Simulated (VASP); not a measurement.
# SiC (F-43m) in VASP: settings compared, part 2 of 2

VASP 6.6.1. The steps go on from the part before.

### 4 Relaxation of cell and atoms, PBEsol

Contents of INCAR:

```
SYSTEM = SiC
ALGO = Normal
EDIFF = 1E-6
EDIFFG = -0.01
ENCUT = 600
GGA = PS
IBRION = 2
ISIF = 3
ISMEAR = -1
LASPH = .True.
LCHARG = .False.
LREAL = .False.
LWAVE = .False.
NELM = 80
NSW = 100
PREC = Accurate
SIGMA = 0.03
```

Contents of KPOINTS:

```
k-points
0
Gamma
  8 8 8
  0 0 0
```

Contents of POSCAR:

```
SiC
1.0
    0.0000000000      2.1769966238      2.1769966238
    2.1769966238      0.0000000000      2.1769966238
    2.1769966238      2.1769966238      0.0000000000
Si C
1 1
Direct
    0.2500000000      0.2500000000      0.2500000000
    0.0000000000      0.0000000000      0.0000000000
```

Potentials or basis: VASP PAW PBE potentials, release 64 (Si, C).

Started as:

```sh
$ cat potpaw_PBE.64/Si/POTCAR potpaw_PBE.64/C/POTCAR > POTCAR
$ mpirun -np 1 vasp_std > vasp.out
```

OUTCAR:

```text
SYSTEM = SiC
   EDIFF = 1E-6
   EDIFFG = -0.01
   ENCUT = 600
   GGA = PS
   IBRION = 2
   ISIF = 3
   ISMEAR = -1
   LASPH = .True.
   LREAL = .False.
   NELM = 80
   NSW = 100
   PREC = Accurate

 ion  position               nearest neighbor table
   1  0.250  0.250  0.250-   2 1.89   2 1.89   2 1.89   2 1.89
   2  0.000  0.000  0.000-   1 1.89   1 1.89   1 1.89   1 1.89

  LATTYP: Found a face centered cubic cell.
 ALAT       =     4.3539932476

  Lattice vectors:

 A1 = (   0.0000000000,   2.1769966238,   2.1769966238)
 A2 = (   2.1769966238,   0.0000000000,   2.1769966238)
 A3 = (   2.1769966238,   2.1769966238,   0.0000000000)

Analysis of symmetry for initial positions (statically):
=====================================================================
 Subroutine PRICEL returns:
 Original cell was already a primitive cell.

 Routine SETGRP: Setting up the symmetry group for a
 face centered cubic supercell.

 Subroutine GETGRP returns: Found 24 space group operations
 (whereof 24 operations were pure point group operations)
 out of a pool of 48 trial point group operations.

[... 169 lines left out ...]
  --------------------------------------------------------------------------------------
  -------------------------------------------------------------------------------------
  Total        0.0857371      0.0857371      0.0857371      0.0000000     -0.0000000     -0.0000000
  in kB        6.6569643      6.6569643      6.6569643      0.0000000     -0.0000000     -0.0000000
  external PRESSURE =       6.6569643 kB  Pullay stress =       0.0000000 kB
[... 59 lines left out ...]
--------------------------------------- Ionic step        3  -------------------------------------------

 number of electron       8.0000000 magnetization

 Free energy of the ion-electron system (eV)
  ---------------------------------------------------
  ext. energy  EPLUGINS =         0.00000000
  ---------------------------------------------------
  free energy    TOTEN  =       -15.91491374 eV

  energy without entropy =      -15.91491374  energy(sigma->0) =      -15.91491374

 E-fermi :   8.7195     XC(G=0): -11.5038

 val. band max:        8.0549637375   @ k =   0.0000   0.0000   0.0000
 cond. band min:       9.2884311199   @ k =   0.5000   0.5000   0.0000
 fundamental gap:      1.2334673824
 Fermi energy:         8.7194940557

 k-point     1 :       0.0000    0.0000    0.0000
  band No.  band energies     occupation
      1      -7.3681      2.00000
      2       8.0550      2.00000
      3       8.0550      2.00000
      4       8.0550      2.00000
      5      14.2395      0.00000
      6      15.2960      0.00000
      7      15.2960      0.00000
      8      15.2960      0.00000
[... 243 lines left out ...]
 k-point    24 :      -0.3750    0.2500    0.1250
  band No.  band energies     occupation
      1      -3.1107      2.00000
      2       0.1744      2.00000
      3       4.3199      2.00000
      4       5.7718      2.00000
      5      13.2018      0.00000
      6      15.2458      0.00000
      7      18.1349      0.00000
      8      18.9746      0.00000

 [... further k-points ...]
[... 5 lines left out ...]
  --------------------------------------------------------------------------------------
  -------------------------------------------------------------------------------------
  Total        0.0010523      0.0010523      0.0010523     -0.0000000     -0.0000000     -0.0000000
  in kB        0.0814670      0.0814670      0.0814670     -0.0000000     -0.0000000     -0.0000000
  external PRESSURE =       0.0814670 kB  Pullay stress =       0.0000000 kB
[... 17 lines left out ...]
  FREE ENERGIE OF THE ION-ELECTRON SYSTEM (eV)
  ---------------------------------------------------
  free  energy   TOTEN  =       -15.9149137392 eV

  energy  without entropy=      -15.9149137391  energy(sigma->0) =      -15.91491374

 reached required accuracy - stopping structural energy minimisation
```

CONTCAR:

```text
SiC
   1.00000000000000
     0.0000000000000000    2.1791302850370573    2.1791302850370573
     2.1791302850370573    0.0000000000000000    2.1791302850370573
     2.1791302850370573    2.1791302850370573    0.0000000000000000
  Si              C
     1     1
Direct
     0.2500000000000000    0.2500000000000000    0.2500000000000000
     1.0000000000000000    0.0000000000000000    0.0000000000000000

  0.00000000E+00  0.00000000E+00  0.00000000E+00
  0.00000000E+00  0.00000000E+00  0.00000000E+00
```

Run time: 26 s. Hardware: 1 thread of Intel Xeon 8259CL, shared host; peak memory 0.15 GiB.

Results:

* Free energy: -15.9149 eV
* Relaxed volume: 10.35 Å³/atom
* Relaxed cell: a = 3.082 Å, b = 3.082 Å, c = 3.082 Å, α = 60.00°, β = 60.00°, γ = 60.00°
* Space group after relaxing (to 0.05 Å): F-43m (No. 216)
* Energy gained by relaxing: 0.1 meV/atom
* Ionic steps: 3
* Pressure after relaxing: 0.0 GPa
* Band gap on the k mesh: 1.23 eV, indirect (least direct gap 4.44 eV)

The path:
| step | energy change (eV) | largest force (eV/Å) | pressure (GPa) | volume (Å³) |
| --- | --- | --- | --- | --- |
| 1 | 0.0000 | 0.0000 | 0.67 | 20.63 |
| 2 | 0.0000 | 0.0000 | -0.71 | 20.76 |
| 3 | -0.0001 | 0.0000 | 0.01 | 20.70 |

Final structure:
```
CELL_PARAMETERS angstrom
0.00000 2.17913 2.17913
2.17913 0.00000 2.17913
2.17913 2.17913 0.00000
ATOMIC_POSITIONS crystal
Si 0.25000 0.25000 0.25000
C 0.00000 0.00000 0.00000
```

Caveat: the PAW data sets were made with another functional, which shifts forces and pressure a little.

### 5 Single point, r2SCAN+rVV10

This run uses another cell than the first one, of 10.30 Å³/atom, 0.997 times its volume.

Contents of POSCAR:

```
SiC
1.0
    0.0000000000      2.1761185006      2.1761185006
    2.1761185006      0.0000000000      2.1761185006
    2.1761185006      2.1761185006      0.0000000000
Si C
1 1
Direct
    0.2500000000      0.2500000000      0.2500000000
    0.0000000000      0.0000000000      0.0000000000
```

Contents of INCAR.step1:

```
  ALGO = Normal
  EDIFF = 1E-4
  ENCUT = 520
  GGA = PE
  ISMEAR = -1
  LASPH = True
  LCHARG = False
  LREAL = False
  LWAVE = True
  NBANDS = 11
  NELM = 60
  PREC = Accurate
  SIGMA = 0.03
```

Contents of INCAR.step2:

```
  ALGO = Normal
  BPARAM = 11.95
  CPARAM = 0.0093
  EDIFF = 1E-6
  ENCUT = 520
  ISIF = 2
  ISMEAR = -1
  ISTART = 1
  IVDW_NL = 2
  LASPH = True
  LCHARG = False
  LMIXTAU = True
  LREAL = False
  LUSE_VDW = True
  LWAVE = False
  METAGGA = R2SCAN
  NBANDS = 11
  NELM = 60
  PREC = Accurate
  SIGMA = 0.03
```

Contents of KPOINTS:

```
k-points
0
Gamma
  12 12 12
```

Potentials or basis: VASP PAW PBE potentials, release 64 (Si, C).

Started as:

```sh
$ cat potpaw_PBE.64/Si/POTCAR potpaw_PBE.64/C/POTCAR > POTCAR
$ cp INCAR.step1 INCAR
$ mpirun -np 1 vasp_std > vasp.out
$ cp INCAR.step2 INCAR
$ mpirun -np 1 vasp_std > vasp.out
```

OUTCAR:

```text
BPARAM = 11.95
   EDIFF = 1E-6
   ENCUT = 520
   ISIF = 2
   ISMEAR = -1
   ISTART = 1
   IVDW_NL = 2
   LASPH = True
   LREAL = False
   METAGGA = R2SCAN
   NELM = 60
   PREC = Accurate

 ion  position               nearest neighbor table
   1  0.250  0.250  0.250-   2 1.88   2 1.88   2 1.88   2 1.88
   2  0.000  0.000  0.000-   1 1.88   1 1.88   1 1.88   1 1.88

  LATTYP: Found a face centered cubic cell.
 ALAT       =     4.3522370012

  Lattice vectors:

 A1 = (   0.0000000000,   2.1761185006,   2.1761185006)
 A2 = (   2.1761185006,   0.0000000000,   2.1761185006)
[... 514 lines left out ...]
      7      17.1764      0.00000
      8      20.1340      0.00000
      9      23.7319      0.00000
     10      24.3822      0.00000
     11      27.3568      0.00000

 [... further k-points ...]
[... 5 lines left out ...]
  --------------------------------------------------------------------------------------
  -------------------------------------------------------------------------------------
  Total       -0.0166474     -0.0166474     -0.0166474      0.0000000     -0.0000000     -0.0000000
  in kB       -1.2941332     -1.2941332     -1.2941332      0.0000000     -0.0000000     -0.0000000
  external PRESSURE =      -1.2941332 kB  Pullay stress =       0.0000000 kB

 VOLUME and BASIS-vectors are now :
 -----------------------------------------------------------------------------
  energy-cutoff  :      520.00
  volume of cell :       20.61
      direct lattice vectors                 reciprocal lattice vectors
     0.000000000  2.176118501  2.176118501    -0.229766899  0.229766899  0.229766899
     2.176118501  0.000000000  2.176118501     0.229766899 -0.229766899  0.229766899
     2.176118501  2.176118501  0.000000000     0.229766899  0.229766899 -0.229766899

 POSITION                                       TOTAL-FORCE (eV/Angst)
 -----------------------------------------------------------------------------------
      1.08806      1.08806      1.08806        -0.000000     -0.000000      0.000000
      0.00000      0.00000      0.00000         0.000000      0.000000     -0.000000
 -----------------------------------------------------------------------------------
    total drift:                                0.000001      0.000001      0.000001

  FREE ENERGIE OF THE ION-ELECTRON SYSTEM (eV)
  ---------------------------------------------------
  free  energy   TOTEN  =       -19.2219495464 eV

  energy  without entropy=      -19.2219495464  energy(sigma->0) =      -19.22194955
```

OSZICAR.step1:

```text
N       E                     dE             d eps       ncg     rms          rms(c)
DAV:   1     0.348506588705E+01    0.34851E+01   -0.40064E+03  1608   0.660E+02
DAV:   2    -0.162509202203E+02   -0.19736E+02   -0.18617E+02  2049   0.997E+01
DAV:   3    -0.169192060019E+02   -0.66829E+00   -0.66690E+00  1950   0.158E+01
DAV:   4    -0.169219097574E+02   -0.27038E-02   -0.27036E-02  1781   0.128E+00
DAV:   5    -0.169219216998E+02   -0.11942E-04   -0.11942E-04  1958   0.797E-02    0.885E+00
DAV:   6    -0.151141263272E+02    0.18078E+01   -0.64931E+00  1770   0.114E+01    0.393E+00
DAV:   7    -0.150634895006E+02    0.50637E-01   -0.39093E-01  1887   0.357E+00    0.179E+00
DAV:   8    -0.150557359336E+02    0.77536E-02   -0.20381E-02  1770   0.950E-01    0.172E-01
DAV:   9    -0.150558370760E+02   -0.10114E-03   -0.16428E-03  1988   0.231E-01    0.113E-01
DAV:  10    -0.150559468613E+02   -0.10979E-03   -0.23808E-04  1724   0.938E-02    0.262E-02
DAV:  11    -0.150559488066E+02   -0.19453E-05   -0.40558E-05   957   0.337E-02
   1 F= -.15055949E+02 E0= -.15055949E+02  d E =-.173436E-10
```

It took 2 min on 1 thread of Intel Xeon 8259CL, shared host; peak memory 0.22 GiB.

Results:

| Quantity | Value |
| --- | --- |
| Free energy | -19.2219 eV |
| Pressure | -0.1 GPa |
| Band gap on the k mesh | 1.69 eV, indirect (least direct gap 5.03 eV) |

Caveat: the PAW data sets were made with another functional, which shifts forces and pressure a little. A k mesh can miss the band edges.

### 6 Relaxation of cell and atoms, r2SCAN+rVV10

Contents of POSCAR:

```
SiC
1.0
    0.0000000000      2.1783998086      2.1783998086
    2.1783998086      0.0000000000      2.1783998086
    2.1783998086      2.1783998086      0.0000000000
Si C
1 1
Direct
    0.2500000000      0.2500000000      0.2500000000
    0.0000000000      0.0000000000      0.0000000000
```

Contents of INCAR.step1:

```
PREC     = Accurate       # precision mode
ENCUT    = 600            # plane-wave cutoff, eV
ISMEAR   = -1             # smearing method
SIGMA    = 0.03           # smearing width, eV
LREAL    = False          # projectors in reciprocal space
LASPH    = True           # aspherical terms in the spheres
NELM     = 100            # most SCF steps
GGA      = PE             # functional
ALGO     = Normal         # electronic algorithm
EDIFF    = 1E-4           # SCF threshold, eV
LWAVE    = True           # write WAVECAR
LCHARG   = False          # write CHGCAR
```

Contents of INCAR.step2:

```
PREC     = Accurate       # precision mode
ENCUT    = 600            # plane-wave cutoff, eV
EDIFF    = 1E-7           # SCF threshold, eV
ISMEAR   = -1             # smearing method
SIGMA    = 0.03           # smearing width, eV
LREAL    = False          # projectors in reciprocal space
LASPH    = True           # aspherical terms in the spheres
NELM     = 100            # most SCF steps
ALGO     = Normal         # electronic algorithm
ISIF     = 3              # what is computed and relaxed
LWAVE    = False          # write WAVECAR
LCHARG   = False          # write CHGCAR
METAGGA  = R2SCAN         # meta-GGA
LMIXTAU  = True         
LUSE_VDW = True         
IVDW_NL  = 2            
BPARAM   = 11.95        
CPARAM   = 0.0093       
IBRION   = 2              # ionic algorithm
NSW      = 100            # ionic steps
EDIFFG   = -0.01          # ionic threshold
ISTART   = 1
```

Contents of KPOINTS:

```
Automatic mesh
0
Gamma
  10 10 10
```

Potentials or basis: VASP PAW PBE potentials, release 64 (Si, C).

Started as:

```sh
$ cat potpaw_PBE.64/Si/POTCAR potpaw_PBE.64/C/POTCAR > POTCAR
$ cp INCAR.step1 INCAR
$ mpirun -np 1 vasp_std > vasp.out
$ cp INCAR.step2 INCAR
$ mpirun -np 1 vasp_std > vasp.out
```

Run time: 6.6 min. Hardware: 1 thread of Intel Xeon 8259CL, shared host; peak memory 0.27 GiB.

The run converged. Its results:

```
Free energy                            : -19.2240 eV
Relaxed volume                         : 10.29 Å³/atom
Relaxed cell                           : a = 3.076 Å, b = 3.076 Å, c = 3.076 Å, α = 60.00°, β = 60.00°, γ = 60.00°
Space group after relaxing (to 0.05 Å) : F-43m (No. 216)
Energy gained by relaxing              : 0.1 meV/atom
Ionic steps                            : 3
Pressure after relaxing                : 0.0 GPa
Band gap on the k mesh                 : 1.69 eV, indirect (least direct gap 5.04 eV)
```

Step by step:
```csv
step,energy change (eV),largest force (eV/Å),pressure (GPa),volume (Å³)
1,0.0000,0.0000,-1.01,20.67
2,0.0001,0.0000,1.16,20.48
3,-0.0003,0.0000,0.00,20.58
```

Final structure:
```xyz
2
Lattice="0.0000 2.1752 2.1752 2.1752 0.0000 2.1752 2.1752 2.1752 0.0000" Properties=species:S:1:pos:R:3 pbc="T T T"
Si    1.0876    1.0876    1.0876
C     0.0000    0.0000    0.0000
```

Levels at points of the mesh, in eV from the valence-band top:
| k point | band 1 | band 2 | band 3 | band 4 | band 5 | band 6 | band 7 | band 8 |
| --- | --- | --- | --- | --- | --- | --- | --- | --- |
| (0.00, 0.00, 0.00) | -16.23 | 0.00 | 0.00 | 0.00 | 6.88 | 7.88 | 7.88 | 7.88 |
| (0.50, 0.00, 0.00) | -12.58 | -8.86 | -1.11 | -1.11 | 6.02 | 7.76 | 7.76 | 10.95 |
| (0.50, 0.50, 0.00) | -11.11 | -8.08 | -3.35 | -3.35 | 1.69 | 4.81 | 15.18 | 15.18 |

Caveat: the PAW data sets were made with another functional, which shifts forces and pressure a little.

### 7 The runs side by side

```csv
task,level,cell,k mesh,cutoff (eV),gap on the mesh (eV),pressure (GPa),relaxed volume (Å³/atom)
single point,PBEsol,"a = 3.081 Å, angles 60.0°, 2 atoms",8 × 8 × 8,520,1.23,0.4,-
single point,r2SCAN+rVV10,"a = 3.077 Å, angles 60.0°, 2 atoms",10 × 10 × 10,520,1.69,-0.1,-
relaxation of cell and atoms,PBEsol,"relaxed from a = 3.079 Å, angles 60.0°, 2 atoms",8 × 8 × 8,600,1.23,0.0,10.35
single point,r2SCAN+rVV10,"a = 3.077 Å, angles 60.0°, 2 atoms",12 × 12 × 12,520,1.69,-0.1,-
relaxation of cell and atoms,r2SCAN+rVV10,"relaxed from a = 3.081 Å, angles 60.0°, 2 atoms",10 × 10 × 10,600,1.69,0.0,10.29
```

Alike in all rows: potentials or basis VASP PAW PBE potentials, release 64 (Si, C); no spin polarisation; smearing fermi-dirac 0.03 eV.

Caveats: the PAW data sets were made with another functional, which shifts forces and pressure a little.

Total energies depend on the potentials used, so only differences within one code and one set of settings carry meaning.
